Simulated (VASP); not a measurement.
Set up this calculation in VASP 6.6.1, as the native input.

| Quantity | Value |
| --- | --- |
| Task | single point |
| Functional | PBEsol |
| Potentials or basis | VASP PAW PBE potentials, release 64 (Si) |
| Cutoff | 500 eV |
| k mesh | 12 × 12 × 12 |
| Occupations | gaussian, width 0.01 eV |
| Spin | no spin polarisation |
| Dipole correction | no |
| Further INCAR settings | ALGO = Normal; EDIFF = 1e-06; NBANDS = 18 |

The structure of Si lies in POSCAR:

```
Si
1.0
    3.8419226018      2.2181350483      1.9359700489
   -3.8419226018      2.2181350483      1.9359700489
    0.0000000000     -4.4362700967      1.9359700489
Si
5
Direct
    0.2039272456      0.2039272456      0.2039272456
    0.7960727544      0.7960727544      0.7960727544
    0.5629236808      0.4370763192      0.0000000000
    0.0000000000      0.5629236808      0.4370763192
    0.4370763192      0.0000000000      0.5629236808
```

One way to write it, as run:

INCAR

```
SYSTEM = Si
PREC = Accurate
ENCUT = 500
EDIFF = 1E-6
ISMEAR = 0
SIGMA = 0.01
LREAL = .FALSE.
LASPH = .TRUE.
NELM = 120
ALGO = Normal
ISIF = 2
LWAVE = .FALSE.
LCHARG = .FALSE.
GGA = PS
NBANDS = 18
GGA_COMPAT = .FALSE.
```

KPOINTS

```
Automatic mesh
0
G
  12 12 12
  0 0 0
```

Potentials or basis: VASP PAW PBE potentials, release 64 (Si).

Launch:

```bash
$ cat potpaw_PBE.64/Si/POTCAR > POTCAR
$ mpirun -np 1 vasp_std > vasp.out
```

It gave:

* Pressure: -1.8 GPa
* Largest force: 0.013 eV/Å
* Band gap on the k mesh: 0.11 eV (least direct gap 0.98 eV)

Caveat: semilocal functionals underestimate gaps, and a narrow one can read as zero; the PAW data sets were made with another functional, which shifts forces and pressure a little.

Run time: 3.4 min on 1 thread of Oxide Virtual Turin-like Processor, with other jobs on the host, peak memory 0.31 GiB.
